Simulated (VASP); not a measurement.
# NaH (F-43m) in VASP: a series of runs

The runs below take NaH through single point, with PBE, r2SCAN.

All numbers are computed with VASP 6.6.1; they aren't measurements. Logs are shortened: lines on timing, memory, paths and dates and some standing lists are left out, and cuts for length are marked.

### Step 1. The cell of the first run

It takes space group F-43m (No. 216, cubic). The conventional cell has a = 5.322 Å, b = 5.322 Å, c = 5.322 Å, α = 90.00°, β = 90.00°, γ = 90.00°. Within 3.0 Å of Na (site symmetry -43m) lie 4 H at 2.30 Å. H (site symmetry -43m) has 4 Na at 2.30 Å within 3.0 Å.

### Step 2. Single point, PBE (volume changed by +6%)

File INCAR:

```
PREC = Accurate
ENCUT = 520
EDIFF = 1E-7
ISMEAR = 0
SIGMA = 0.01
LREAL = F
LASPH = T
NELM = 100
ALGO = Normal
ISIF = 2
LWAVE = F
LCHARG = T
GGA = PE
LELF = T
LVHAR = T
NBANDS = 11
```

File KPOINTS:

```
Automatic mesh
0
Gamma
  8 8 8
```

File POSCAR:

```
NaH
1.0
    0.0000000000      2.6608373441      2.6608373441
    2.6608373441      0.0000000000      2.6608373441
    2.6608373441      2.6608373441      0.0000000000
Na H
1 1
Direct
    0.0000000000      0.0000000000      0.0000000000
    0.2500000000      0.2500000000      0.2500000000
```

Potentials or basis: VASP PAW PBE potentials, release 64 (Na_pv, H).

On the command line:

```console
$ cat potpaw_PBE.64/Na_pv/POTCAR potpaw_PBE.64/H/POTCAR > POTCAR
$ mpirun -np 1 vasp_std > vasp.out
```

OUTCAR:

```text
PREC = Accurate
   ENCUT = 520
   EDIFF = 1E-7
   ISMEAR = 0
   LREAL = F
   LASPH = T
   NELM = 100
   ISIF = 2
   GGA = PE

 ion  position               nearest neighbor table
   1  0.000  0.000  0.000-
   2  0.250  0.250  0.250-

  LATTYP: Found a face centered cubic cell.
 ALAT       =     5.3216746882

  Lattice vectors:

 A1 = (   0.0000000000,   2.6608373441,   2.6608373441)
 A2 = (   2.6608373441,   0.0000000000,   2.6608373441)
 A3 = (   2.6608373441,   2.6608373441,   0.0000000000)

Analysis of symmetry for initial positions (statically):
=====================================================================
 Subroutine PRICEL returns:
 Original cell was already a primitive cell.

 Routine SETGRP: Setting up the symmetry group for a
 face centered cubic supercell.

 Subroutine GETGRP returns: Found 24 space group operations
 (whereof 24 operations were pure point group operations)
 out of a pool of 48 trial point group operations.

The static configuration has the point symmetry T_d .

Analysis of symmetry for dynamics (positions and initial velocities):
=====================================================================
 Subroutine PRICEL returns:
 Original cell was already a primitive cell.

 Routine SETGRP: Setting up the symmetry group for a
 face centered cubic supercell.

 Subroutine GETGRP returns: Found 24 space group operations
 (whereof 24 operations were pure point group operations)
 out of a pool of 48 trial point group operations.

The dynamic configuration has the point symmetry T_d .

 Subroutine INISYM returns: Found 24 space group operations
 (whereof 24 operations are pure point group operations),
 and found     1 'primitive' translations

----------------------------------------------------------------------------------------

                                     Primitive cell

  volume of cell :      37.6778

  direct lattice vectors                    reciprocal lattice vectors
     0.000000000  2.660837344  2.660837344    -0.187910772  0.187910772  0.187910772
     2.660837344  0.000000000  2.660837344     0.187910772 -0.187910772  0.187910772
     2.660837344  2.660837344  0.000000000     0.187910772  0.187910772 -0.187910772

  length of vectors
     3.762992259  3.762992259  3.762992259     0.325471005  0.325471005  0.325471005

  position of ions in fractional coordinates (direct lattice)
     0.000000000  0.000000000  0.000000000
     0.250000000  0.250000000  0.250000000

[... 77 lines left out ...]
   LREAL  =      F    real-space projection
   EDIFFG = 0.1E-05   stopping-criterion for IOM
   NSW    =      0    number of steps for IOM
   IBRION =     -1    ionic relax: 0-MD 1-quasi-New 2-CG
   NFREE  =      0    steps in history (QN), initial steepest desc. (CG)
   ISIF   =      2    stress and relaxation
   ISYM   =      2    0-nonsym 1-usesym 2-fastsym
   POTIM  = 0.5000    time-step for ionic-motion
   TEBEG  =    0.0;   TEEND  =   0.0 temperature during run
   PSTRESS=    0.0 pullay stress
   NELECT =       8.0000    total number of electrons
   NUPDOWN=      -1.0000    fix difference up-down
   EMIN   =  10.00;   EMAX   =-10.00  energy-range for DOS
   EFERMI =   0.00;   METHOD = LEGACY
   ISMEAR =     0;   SIGMA  =   0.01  broadening in eV -4-tet -1-fermi 0-gaus
   EFERMI_NEDOS =   21; number of points for ismear=-14 and -15
   IALGO  =     38    algorithm
   IMIX   =      4    mixing-type and parameters
     AMIX     =   0.40;   BMIX     =  1.00
     AMIX_MAG =   1.60;   BMIX_MAG =  1.00
  volume/ion in A,a.u.               =      18.84       127.13
  Fermi-wavevector in a.u.,A,eV,Ry     =   0.976659  1.845619 12.978104  0.953864
  Thomas-Fermi vector in A             =   2.107296
   LORBIT       =      0    0 simple, 1 ext, 2 COOP (PROOUT), +10 PAW based schemes
   GGA     = PE    functional components
   LHFCALC =     F    Hartree Fock is set to
   AEXX    =    0.0000 exact exchange contribution
   IVDW    =     0    specifies the selected vdW correction
   LEPSILON=     F    determine dielectric tensor
   LRPA    =     F    only Hartree local field effects (RPA)
 non-spin polarized calculation
 Gauss-broadening in eV      SIGMA  =   0.01
  energy-cutoff  :      520.00
  volume of cell :       37.68
 maximum number of plane-waves:      1036
   NGX = 13   NGY = 13   NGZ = 13

 number of electron       7.9999993 magnetization

 Free energy of the ion-electron system (eV)
  ---------------------------------------------------
  ext. energy  EPLUGINS =         0.00000000
  ---------------------------------------------------
  free energy    TOTEN  =        -4.98439828 eV

  energy without entropy =       -4.98439828  energy(sigma->0) =       -4.98439828

 E-fermi :  -1.9990     XC(G=0):  -6.6548

 val. band max:       -2.0758696713   @ k =  -0.2500   0.5000   0.2500
 cond. band min:       1.4776004681   @ k =   0.5000   0.0000   0.0000
 fundamental gap:      3.5534701394
 Fermi energy:        -1.9990083079

 k-point     1 :       0.0000    0.0000    0.0000
  band No.  band energies     occupation
      1     -24.1968      2.00000
      2     -24.1968      2.00000
      3     -24.1968      2.00000
      4      -4.7302      2.00000
      5       5.7629      0.00000
      6      10.8279      0.00000
      7      10.8279      0.00000
      8      10.8279      0.00000
      9      13.2395      0.00000
     10      13.2395      0.00000
     11      13.2395      0.00000
[... 309 lines left out ...]
 k-point    24 :      -0.3750    0.2500    0.1250
  band No.  band energies     occupation
      1     -24.2280      2.00000
      2     -24.2110      2.00000
      3     -24.2045      2.00000
      4      -2.4369      2.00000
      5       2.1118      0.00000
      6       5.6281      0.00000
      7       7.3067      0.00000
      8      10.7179      0.00000
      9      11.6387      0.00000
     10      14.9479      0.00000
     11      16.3104      0.00000

 [... further k-points ...]
[... 5 lines left out ...]
  --------------------------------------------------------------------------------------
  -------------------------------------------------------------------------------------
  Total       -0.2202112     -0.2202112     -0.2202112      0.0000000      0.0000000     -0.0000000
  in kB       -9.3640795     -9.3640795     -9.3640795      0.0000000      0.0000000     -0.0000000
  external PRESSURE =      -9.3640795 kB  Pullay stress =       0.0000000 kB

 VOLUME and BASIS-vectors are now :
 -----------------------------------------------------------------------------
  energy-cutoff  :      520.00
  volume of cell :       37.68
      direct lattice vectors                 reciprocal lattice vectors
     0.000000000  2.660837344  2.660837344    -0.187910772  0.187910772  0.187910772
     2.660837344  0.000000000  2.660837344     0.187910772 -0.187910772  0.187910772
     2.660837344  2.660837344  0.000000000     0.187910772  0.187910772 -0.187910772

 POSITION                                       TOTAL-FORCE (eV/Angst)
 -----------------------------------------------------------------------------------
      0.00000      0.00000      0.00000         0.000000     -0.000000     -0.000000
      1.33042      1.33042      1.33042        -0.000000      0.000000      0.000000
 -----------------------------------------------------------------------------------
    total drift:                                0.000001      0.000001      0.000001

  FREE ENERGIE OF THE ION-ELECTRON SYSTEM (eV)
  ---------------------------------------------------
  free  energy   TOTEN  =        -4.9843982755 eV

  energy  without entropy=       -4.9843982755  energy(sigma->0) =       -4.98439828
```

OSZICAR:

```text
N       E                     dE             d eps       ncg     rms          rms(c)
DAV:   1     0.335838432253E+02    0.33584E+02   -0.44866E+03   638   0.685E+02
DAV:   2    -0.424898525873E+01   -0.37833E+02   -0.37285E+02   659   0.170E+02
DAV:   3    -0.551778115494E+01   -0.12688E+01   -0.12676E+01   834   0.312E+01
DAV:   4    -0.552713804523E+01   -0.93569E-02   -0.93563E-02   731   0.272E+00
DAV:   5    -0.552724795124E+01   -0.10991E-03   -0.10991E-03   734   0.306E-01    0.349E+00
DAV:   6    -0.507425828359E+01    0.45299E+00   -0.50756E-01   815   0.254E+00    0.154E+00
DAV:   7    -0.497135961053E+01    0.10290E+00   -0.45283E-01   750   0.202E+00    0.425E-01
DAV:   8    -0.498428514034E+01   -0.12926E-01   -0.24480E-02   662   0.984E-01    0.110E-01
DAV:   9    -0.498436667114E+01   -0.81531E-04   -0.28805E-03   727   0.387E-01    0.248E-02
DAV:  10    -0.498436617365E+01    0.49749E-06   -0.12781E-04   707   0.834E-02    0.786E-03
DAV:  11    -0.498439932470E+01   -0.33151E-04   -0.58776E-05   677   0.284E-02    0.915E-03
DAV:  12    -0.498439820684E+01    0.11179E-05   -0.56390E-06   746   0.851E-03    0.850E-04
DAV:  13    -0.498439827555E+01   -0.68703E-07   -0.28323E-07   707   0.286E-03
   1 F= -.49843983E+01 E0= -.49843983E+01  d E =-.145756E-29
```

stdout:

```text
POSCAR found type information on POSCAR NaH
 POSCAR found :  2 types and       2 ions
 scaLAPACK will be used
 LDA part: xc-table for (Slater+PW92), standard interpolation
 POSCAR, INCAR and KPOINTS ok, starting setup
 FFT: planning ... GRIDC
 FFT: planning ... GRID_SOFT
 FFT: planning ... GRID
 WAVECAR not read
 entering main loop
```

Run time: 17 s. Hardware: 1 thread of Intel Xeon Platinum 8259CL at 2.50GHz (Skylake/Cascade Lake), shared host; peak memory 0.15 GiB.

What came out:

| Quantity | Value |
| --- | --- |
| Free energy | -4.9844 eV |
| Pressure | -0.9 GPa |
| Band gap on the k mesh | 3.55 eV, indirect (least direct gap 4.21 eV) |

Levels at points of the mesh, in eV from the valence-band top:
```csv
k point,band 1,band 2,band 3,band 4,band 5,band 6,band 7,band 8,band 9
"(0.00, 0.00, 0.00)",-22.12,-22.12,-22.12,-2.65,7.84,12.90,12.90,12.90,15.32
"(0.50, 0.00, 0.00)",-22.16,-22.13,-22.13,-0.66,3.55,10.19,12.18,12.18,13.60
"(0.50, 0.50, 0.00)",-22.16,-22.13,-22.13,-0.08,4.92,7.25,9.38,9.38,11.76
```

Caveat: the cell differs from its parent crystal (volume changed by +6%). A k mesh can miss the band edges.

### Step 3. Single point, r2SCAN (volume changed by -6%)

File POSCAR:

```
NaH
1.0
    0.0000000000      2.5439077966      2.5439077966
    2.5439077966      0.0000000000      2.5439077966
    2.5439077966      2.5439077966      0.0000000000
Na H
1 1
Direct
    0.0000000000      0.0000000000      0.0000000000
    0.2500000000      0.2500000000      0.2500000000
```

File INCAR.step1:

```
SYSTEM = NaH
PREC = Accurate
ENCUT = 520
ISMEAR = 0
SIGMA = 0.01
LREAL = .False.
LASPH = .True.
NELM = 100
NBANDS = 11
GGA = PE
ALGO = Normal
EDIFF = 1E-4
LWAVE = .True.
LCHARG = .False.
```

File INCAR.step2:

```
SYSTEM = NaH
PREC = Accurate
ENCUT = 520
EDIFF = 1E-7
ISMEAR = 0
SIGMA = 0.01
LREAL = .False.
LASPH = .True.
NELM = 100
ALGO = Normal
ISIF = 2
LWAVE = .False.
LCHARG = .False.
METAGGA = R2SCAN
LMIXTAU = .True.
NBANDS = 11
ISTART = 1
```

File KPOINTS:

```
regular mesh
0
Gamma
  8 8 8
  0 0 0
```

Potentials or basis: VASP PAW PBE potentials, release 64 (Na_pv, H).

On the command line:

```console
$ cat potpaw_PBE.64/Na_pv/POTCAR potpaw_PBE.64/H/POTCAR > POTCAR
$ cp INCAR.step1 INCAR
$ mpirun -np 1 vasp_std > vasp.out
$ cp INCAR.step2 INCAR
$ mpirun -np 1 vasp_std > vasp.out
```

Wall time 64 s (1 thread of Intel Xeon Platinum 8259CL at 2.50GHz (Skylake/Cascade Lake), shared host); peak memory 0.15 GiB.

It converged, with:

| Item | Value |
| --- | --- |
| Free energy | -7.4540 eV |
| Pressure | 1.1 GPa |
| Band gap on the k mesh | 4.11 eV, indirect (least direct gap 4.84 eV) |

Levels at points of the mesh, in eV from the valence-band top:
| k point | band 1 | band 2 | band 3 | band 4 | band 5 | band 6 | band 7 | band 8 | band 9 |
| --- | --- | --- | --- | --- | --- | --- | --- | --- | --- |
| (0.00, 0.00, 0.00) | -22.67 | -22.67 | -22.67 | -2.96 | 9.19 | 14.19 | 14.19 | 14.19 | 17.74 |
| (0.50, 0.00, 0.00) | -22.73 | -22.68 | -22.68 | -0.73 | 4.11 | 11.97 | 13.50 | 13.50 | 15.65 |
| (0.50, 0.50, 0.00) | -22.73 | -22.69 | -22.69 | -0.08 | 5.65 | 8.08 | 10.70 | 10.70 | 14.01 |

Caveat: the cell differs from its parent crystal (volume changed by -6%); the PAW data sets were made with another functional, which shifts forces and pressure a little.

### Step 4. Single point, r2SCAN (volume changed by -3%)

File POSCAR:

```
NaH
1.0
    0.0000000000      2.5706877414      2.5706877414
    2.5706877414      0.0000000000      2.5706877414
    2.5706877414      2.5706877414      0.0000000000
Na H
1 1
Direct
    0.0000000000      0.0000000000      0.0000000000
    0.2500000000      0.2500000000      0.2500000000
```

File INCAR.step1:

```
PREC = Accurate
ENCUT = 520
ISMEAR = 0
SIGMA = 0.01
LREAL = F
LASPH = T
NELM = 80
NBANDS = 11
GGA = PE
ALGO = Normal
EDIFF = 1E-4
LWAVE = T
LCHARG = F
```

File INCAR.step2:

```
PREC = Accurate
ENCUT = 520
EDIFF = 1E-7
ISMEAR = 0
SIGMA = 0.01
LREAL = F
LASPH = T
NELM = 80
ALGO = Normal
ISIF = 2
LWAVE = F
LCHARG = T
METAGGA = R2SCAN
LMIXTAU = T
LELF = T
LVHAR = T
NBANDS = 11
ISTART = 1
```

File KPOINTS:

```
regular mesh
0
Gamma
  8 8 8
```

On the command line:

```console
$ cat potpaw_PBE.64/Na_pv/POTCAR potpaw_PBE.64/H/POTCAR > POTCAR
$ cp INCAR.step1 INCAR
$ mpirun -np 1 vasp_std > vasp.out
$ cp INCAR.step2 INCAR
$ mpirun -np 1 vasp_std > vasp.out
```

Wall time 58 s (1 thread of Intel Xeon Platinum 8259CL at 2.50GHz (Skylake/Cascade Lake), shared host); peak memory 0.15 GiB.

It converged, with:

```
Free energy            : -7.4590 eV
Pressure               : 0.4 GPa
Band gap on the k mesh : 4.08 eV, indirect (least direct gap 4.79 eV)
```

Levels at points of the mesh, in eV from the valence-band top:
| k point | band 2 | band 3 | band 4 | band 5 | band 6 | band 7 |
| --- | --- | --- | --- | --- | --- | --- |
| (0.00, 0.00, 0.00) | -22.72 | -22.72 | -2.87 | 9.02 | 14.00 | 14.00 |
| (0.50, 0.00, 0.00) | -22.73 | -22.73 | -0.71 | 4.08 | 11.75 | 13.32 |
| (0.50, 0.50, 0.00) | -22.74 | -22.74 | -0.08 | 5.60 | 7.99 | 10.53 |

Caveat: the cell differs from its parent crystal (volume changed by -3%); the PAW data sets were made with another functional, which shifts forces and pressure a little.

### Step 5. Single point, r2SCAN

This run uses another cell than the first one, of 17.51 Å³/atom, 0.930 times its volume.

File POSCAR:

```
NaH
1.0
    0.0000000000      2.5969210608      2.5969210608
    2.5969210608      0.0000000000      2.5969210608
    2.5969210608      2.5969210608      0.0000000000
Na H
1 1
Direct
    0.0000000000      0.0000000000      0.0000000000
    0.2500000000      0.2500000000      0.2500000000
```

File INCAR.step1:

```
SYSTEM = NaH
  PREC = Accurate
  ENCUT = 520
  ISMEAR = 0
  SIGMA = 0.01
  LREAL = .False.
  LASPH = .True.
  NELM = 100
  NBANDS = 11
  GGA = PE
  ALGO = Normal
  EDIFF = 1E-4
  LWAVE = .True.
  LCHARG = .False.
```

File INCAR.step2:

```
SYSTEM = NaH
  PREC = Accurate
  ENCUT = 520
  EDIFF = 1E-6
  ISMEAR = 0
  SIGMA = 0.01
  LREAL = .False.
  LASPH = .True.
  NELM = 100
  ALGO = Normal
  ISIF = 2
  LWAVE = .False.
  LCHARG = .False.
  METAGGA = R2SCAN
  LMIXTAU = .True.
  NBANDS = 11
  ISTART = 1
```

File KPOINTS:

```
Automatic mesh
0
Gamma
  8 8 8
  0 0 0
```

On the command line:

```console
$ cat potpaw_PBE.64/Na_pv/POTCAR potpaw_PBE.64/H/POTCAR > POTCAR
$ cp INCAR.step1 INCAR
$ mpirun -np 1 vasp_std > vasp.out
$ cp INCAR.step2 INCAR
$ mpirun -np 1 vasp_std > vasp.out
```

Run time: 49 s. Hardware: 1 thread of Intel Xeon Platinum 8259CL at 2.50GHz (Skylake/Cascade Lake), shared host; peak memory 0.15 GiB.

The run converged. Its results:

```
Free energy            : -7.4597 eV
Pressure               : -0.2 GPa
Band gap on the k mesh : 4.05 eV, indirect (least direct gap 4.74 eV)
```

Levels at points of the mesh, in eV from the valence-band top:
```tsv
k point	band 1	band 2	band 3	band 4	band 5	band 6	band 7	band 8
(0.00, 0.00, 0.00)	-22.78	-22.78	-22.78	-2.80	8.85	13.81	13.81	13.81
(0.50, 0.00, 0.00)	-22.82	-22.79	-22.78	-0.69	4.05	11.54	13.14	13.14
(0.50, 0.50, 0.00)	-22.82	-22.80	-22.79	-0.08	5.55	7.90	10.37	10.37
```

Caveat: the PAW data sets were made with another functional, which shifts forces and pressure a little. A k mesh can miss the band edges.

### Step 6. Single point, r2SCAN

This run uses another cell than the first one, of 17.51 Å³/atom, 0.930 times its volume.

POSCAR is that of step 5.

File INCAR.step1:

```
PREC = Accurate
ENCUT = 520
ISMEAR = 0
SIGMA = 0.01
LREAL = False
LASPH = True
NELM = 100
NBANDS = 11
GGA = PE
ALGO = Normal
EDIFF = 1E-4
LWAVE = True
LCHARG = False
```

File INCAR.step2:

```
PREC = Accurate
ENCUT = 520
EDIFF = 1E-6
ISMEAR = 0
SIGMA = 0.01
LREAL = False
LASPH = True
NELM = 100
ALGO = Normal
ISIF = 2
LWAVE = False
LCHARG = False
METAGGA = R2SCAN
LMIXTAU = True
NBANDS = 11
ISTART = 1
```

File KPOINTS:

```
regular mesh
0
Gamma
  8 8 8
```

Potentials or basis: VASP PAW PBE potentials, release 64 (Na_pv, H).

On the command line:

```console
$ cat potpaw_PBE.64/Na_pv/POTCAR potpaw_PBE.64/H/POTCAR > POTCAR
$ cp INCAR.step1 INCAR
$ mpirun -np 1 vasp_std > vasp.out
$ cp INCAR.step2 INCAR
$ mpirun -np 1 vasp_std > vasp.out
```

Wall time 49 s (1 thread of Intel Xeon Platinum 8259CL at 2.50GHz (Skylake/Cascade Lake), shared host); peak memory 0.15 GiB.

It converged, with:

- Free energy: -7.4597 eV
- Pressure: -0.2 GPa
- Band gap on the k mesh: 4.05 eV, indirect (least direct gap 4.74 eV)

Levels at points of the mesh, in eV from the valence-band top:
| k point | band 2 | band 3 | band 4 | band 5 | band 6 | band 7 |
| --- | --- | --- | --- | --- | --- | --- |
| (0.00, 0.00, 0.00) | -22.78 | -22.78 | -2.80 | 8.85 | 13.81 | 13.81 |
| (0.50, 0.00, 0.00) | -22.79 | -22.78 | -0.69 | 4.05 | 11.54 | 13.14 |
| (0.50, 0.50, 0.00) | -22.80 | -22.79 | -0.08 | 5.55 | 7.90 | 10.37 |

Caveat: the PAW data sets were made with another functional, which shifts forces and pressure a little.

### Step 7. The runs side by side

```csv
level,cell,gap on the mesh (eV),pressure (GPa)
PBE,"a = 3.763 Å, angles 60.0°, 2 atoms",3.55,-0.9
r2SCAN,"a = 3.598 Å, angles 60.0°, 2 atoms",4.11,1.1
r2SCAN,"a = 3.636 Å, angles 60.0°, 2 atoms",4.08,0.4
r2SCAN,"a = 3.673 Å, angles 60.0°, 2 atoms",4.05,-0.2
```

Alike in all rows: task single point; potentials or basis VASP PAW PBE potentials, release 64 (Na_pv, H); no spin polarisation; k mesh 8 × 8 × 8; cutoff (eV) 520; smearing gaussian 0.01 eV.

Caveats: the PAW data sets were made with another functional, which shifts forces and pressure a little (some runs).

Total energies depend on the potentials used, so only differences within one code and one set of settings carry meaning.
